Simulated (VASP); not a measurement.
Input of a VASP 6.6.1 run:

INCAR

```
SYSTEM = Pt
PREC = Accurate
ENCUT = 520
EDIFF = 1E-6
ISMEAR = 0
SIGMA = 0.1
LREAL = .FALSE.
LASPH = .TRUE.
NELM = 100
ALGO = Normal
ISIF = 2
LWAVE = .FALSE.
LCHARG = .FALSE.
LDIPOL = .TRUE.
IDIPOL = 3
DIPOL = 0.5 0.5 0.500
GGA = PE
IBRION = 2
NSW = 70
EDIFFG = -0.03
```

Contents of KPOINTS:

```
regular mesh
0
G
  12 12 1
  0 0 0
```

Contents of POSCAR:

```
Pt
1.0
    2.8072917802      0.0000000000      0.0000000000
   -1.4036458901      2.4311859975      0.0000000000
    0.0000000000      0.0000000000     18.5842882805
Pt
3
Selective dynamics
Direct
    0.6666666667      0.3333333333      0.3766622587  F F F
    0.3333333333      0.6666666667      0.5000000000  T T T
    0.0000000000      0.0000000000      0.6233377413  T T T
```

Potentials or basis: VASP PAW PBE potentials, release 64 (Pt).

Command:

```sh
$ cat potpaw_PBE.64/Pt/POTCAR > POTCAR
$ mpirun -np 1 vasp_std > vasp.out
```

(1) Estimate the energy gained by relaxing.

(2) What does it give for the band gap on the k mesh?

Answers

(1) 0.4 meV/atom.

(2) zero (bands 15 and 16 overlap by 1.27 eV).

Caveat: spin-orbit coupling is left out, which moves the levels of the heavy elements.
